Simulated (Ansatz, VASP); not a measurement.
## Two plane-wave programs on Zr

File INCAR:

```
SYSTEM = Zr
ALGO = Normal
EDIFF = 1E-7
ENCUT = 520
GGA = RE
ISIF = 2
ISMEAR = -1
LASPH = .True.
LCHARG = .False.
LREAL = .False.
LWAVE = .False.
NBANDS = 12
NELM = 80
PREC = Accurate
SIGMA = 0.1
```

The input KPOINTS:

```
k-points
0
Gamma
  13 13 13
  0 0 0
```

Contents of POSCAR:

```
Zr
1.0
    0.0000000000      2.2779974293      2.2779974293
    2.2779974293      0.0000000000      2.2779974293
    2.2779974293      2.2779974293      0.0000000000
Zr
1
Direct
    0.0000000000      0.0000000000      0.0000000000
```

Input for Ansatz:

```yaml
crystal:
  lattice:
    - [0.0, 2.2779974293, 2.2779974293]
    - [2.2779974293, 0.0, 2.2779974293]
    - [2.2779974293, 2.2779974293, 0.0]
  atoms:
    - { symbol: Zr, position: [0.0, 0.0, 0.0] }
hamiltonian:
  xc: revpbe
  pseudopotentials:
    kind: paw
    azcp:
      Zr: "pseudopotentials/Zr.paw.azcp"
basis:
  ecutwfc: 420
  fft_grid_basis: typed
kpoints:
  mp_grid: { grid: [13, 13, 13], shift: [0, 0, 0] }
magnetization:
  spin_polarized: false
scf:
  occupations: { method: fermi_dirac, width: 0.1 }
  lower_state_search: "off"
output:
  stress: true
```

Alike in both runs: task single point; functional revPBE; k mesh 13 × 13 × 13; occupations fermi-dirac, width 0.1 eV; no spin polarisation.

|  | VASP | Ansatz |
| --- | --- | --- |
| version | VASP 6.6.1 | Ansatz 0.2.0 |
| potentials or method | VASP PAW PBE potentials, release 64 (Zr_sv), cutoff 520 eV | plane waves (420 eV) with PAW, scalar-relativistic |
| valence electrons in the cell | 12 | 12 |

|  | VASP | Ansatz | Ansatz less VASP |
| --- | --- | --- | --- |
| pressure (GPa) | 0.2 | 0.2 | 0.00 |

VASP's potentials were made for PBE, not for revPBE. The functional is the same, so the differences come from potentials, cutoffs and numerics.
